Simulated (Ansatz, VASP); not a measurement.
## Nb2H3: VASP beside Ansatz

The input POSCAR:

```
Nb2H3
1.0
    3.3091608084      0.0000000000      0.0000000000
   -1.6545804042      2.8658173252      0.0000000000
    0.0000000000      0.0000000000      5.1485166892
Nb H
2 3
Direct
    0.3333333333      0.6666666667      0.2450000000
    0.6666666667      0.3333333333      0.7550000000
    0.0000000000      0.0000000000      0.0000000000
    0.3333333333      0.6666666667      0.6450000000
    0.6666666667      0.3333333333      0.3550000000
```

File INCAR.step1:

```
  ALGO = Normal
  EDIFF = 1E-4
  ENCUT = 520
  GGA = PE
  ISMEAR = 0
  LASPH = True
  LCHARG = False
  LREAL = False
  LWAVE = True
  NBANDS = 22
  NELM = 80
  PREC = Accurate
  SIGMA = 0.1
```

The input INCAR.step2:

```
  ALGO = Normal
  EDIFF = 1E-6
  ENCUT = 520
  ISIF = 2
  ISMEAR = 0
  ISTART = 1
  LASPH = True
  LCHARG = False
  LMIXTAU = True
  LREAL = False
  LWAVE = False
  METAGGA = R2SCAN
  NBANDS = 22
  NELM = 80
  PREC = Accurate
  SIGMA = 0.1
```

The input KPOINTS:

```
k-points
0
Gamma
  6 6 4
```

Input for Ansatz:

```yaml
crystal:
  lattice:
    - [3.3091608084, 0.0, 0.0]
    - [-1.6545804042, 2.8658173252, 0.0]
    - [0.0, 0.0, 5.1485166892]
  atoms:
    - { symbol: Nb, position: [0.3333333333, 0.6666666667, 0.245] }
    - { symbol: Nb, position: [0.6666666667, 0.3333333333, 0.755] }
    - { symbol: H, position: [0.0, 0.0, 0.0] }
    - { symbol: H, position: [0.3333333333, 0.6666666667, 0.645] }
    - { symbol: H, position: [0.6666666667, 0.3333333333, 0.355] }
basis:
  ecutwfc: 500
kpoints:
  mp_grid: { grid: [6, 6, 4] }
hamiltonian:
  xc: r2scan
scf:
  occupations: { method: gaussian, width: 0.1 }
  lower_state_search: "off"
output:
  forces: true
  stress: true
  eigenvalues: true
```

Alike in both runs: task single point; functional r2SCAN; k mesh 6 × 6 × 4; occupations gaussian, width 0.1 eV; no spin polarisation.

|  | VASP | Ansatz |
| --- | --- | --- |
| version | VASP 6.6.1 | Ansatz 0.2.0 |
| potentials or method | VASP PAW PBE potentials, release 64 (Nb_sv, H), cutoff 520 eV | scalar-relativistic, plane waves, PAW |
| valence electrons in the cell | 29 | 29 |

Ansatz gave:

- gap on the k mesh at the Fermi level (eV): none
- pressure (GPa): -16.7
- traceless stress, the component that is largest in VASP (GPa): 2.15
- rms of the force components (eV/Å): 0.319

What did VASP give for the same quantities?

gap on the k mesh at the Fermi level (eV): none; pressure (GPa): -17.0; traceless stress, the component that is largest in VASP (GPa): 2.17; rms of the force components (eV/Å): 0.319.

VASP's potentials were made for PBE, not for r2SCAN. Atom by atom the forces differ by 0.000 eV/Å (rms over components). A gap of «none» marks a metal or a gap that the smearing closes.

The k mesh is coarse, so the values compare programs but aren't converged.
